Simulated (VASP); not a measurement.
The system is Ru.

```xyz
2
Lattice="2.6775 0.0000 0.0000 -1.3388 2.3188 0.0000 0.0000 0.0000 4.2181" Properties=species:S:1:pos:R:3 pbc="T T T"
Ru    0.0000    1.5459    1.0545
Ru    1.3388    0.7729    3.1636
```

Base run:

| Item | Value |
| --- | --- |
| Program | VASP 6.6.1 |
| Functional | LDA |
| Potentials or basis | VASP PAW LDA potentials, release 64 (Ru_pv) |
| Cutoff | 520 eV |
| k mesh | 13 × 13 × 8 |
| Occupations | fermi-dirac, width 0.2 eV |
| Spin | no spin polarisation |

Its results: band gap on the k mesh zero (bands 14 and 15 overlap by 3.29 eV); pressure 1.8 GPa.

The run is repeated on the same cell with these changes: occupations from fermi-dirac, width 0.2 eV to methfessel-paxton, width 0.03 eV. What comes out?

Band gap on the k mesh zero (bands 14 and 15 overlap by 3.28 eV); pressure 0.8 GPa.
